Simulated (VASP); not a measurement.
Input of a VASP 6.6.1 run:

The input INCAR:

```
SYSTEM = Dy3O2
ALGO     = Normal         ! electronic algorithm
EDIFF    = 1E-7           ! SCF threshold, eV
EDIFFG   = -0.01          ! ionic threshold
ENCUT    = 600            ! plane-wave cutoff, eV
GGA      = PE             ! functional
GGA_COMPAT= .False.      
IBRION   = 2              ! ionic algorithm
ISIF     = 3              ! what is computed and relaxed
ISMEAR   = 0              ! smearing method
LASPH    = .True.         ! aspherical terms in the spheres
LCHARG   = .False.        ! write CHGCAR
LMAXMIX  = 6              ! l up to which the mixer works
LREAL    = .False.        ! projectors in reciprocal space
LWAVE    = .False.        ! write WAVECAR
NELM     = 200            ! most SCF steps
NELMIN   = 4            
NSW      = 100            ! ionic steps
PREC     = Accurate       ! precision mode
SIGMA    = 0.1            ! smearing width, eV
```

Contents of KPOINTS:

```
k-points
0
Gamma
  12 12 10
  0 0 0
```

The input POSCAR:

```
Dy3O2
1.0
    5.6097734924      0.0000000000      0.0000000000
   -2.8048867462      4.8582063539      0.0000000000
    0.0000000000      0.0000000000      3.8649753299
Dy O
3 2
Direct
    0.5000000000      0.0000000000      0.0000000000
    0.0000000000      0.5000000000      0.0000000000
    0.5000000000      0.5000000000      0.0000000000
    0.0000000000      0.0000000000      0.7622109004
    0.0000000000      0.0000000000      0.2377890996
```

Potentials or basis: VASP PAW PBE potentials, release 64 (Dy_3, O), 4f in core.

Run with:

```sh
$ cat potpaw_PBE.64/Dy_3/POTCAR potpaw_PBE.64/O/POTCAR > POTCAR
$ mpirun -np 1 vasp_std > vasp.out
```

**Question.** What does it give for the relaxed cell?

**Answer.** a = 5.812 Å, b = 5.812 Å, c = 3.827 Å, α = 90.00°, β = 90.00°, γ = 120.00°.

**Question.** Estimate the relaxed volume.

**Answer.** 22.39 Å³/atom.

Final structure:
```yaml
crystal:
  lattice:
    - [5.81223, 0.00000, 0.00000]
    - [-2.90612, 5.03354, 0.00000]
    - [0.00000, 0.00000, 3.82667]
  atoms:
    - { symbol: Dy, position: [0.50000, 0.00000, 0.00000] }
    - { symbol: Dy, position: [0.00000, 0.50000, 0.00000] }
    - { symbol: Dy, position: [0.50000, 0.50000, 0.00000] }
    - { symbol: O, position: [0.00000, 0.00000, 0.80596] }
    - { symbol: O, position: [0.00000, 0.00000, 0.19404] }
```

Caveat: spin-orbit coupling is left out, which moves the levels of the heavy elements; the 4f electrons are frozen in the core, so they carry no moment and show no levels; an odd number of electrons without spin polarisation forces a metal; a magnetic or distorted state may lie lower; the run has no spin polarisation, though such a crystal can be magnetic. Spin polarisation is off, so any magnetic state and its effect on volume and gap are missing.
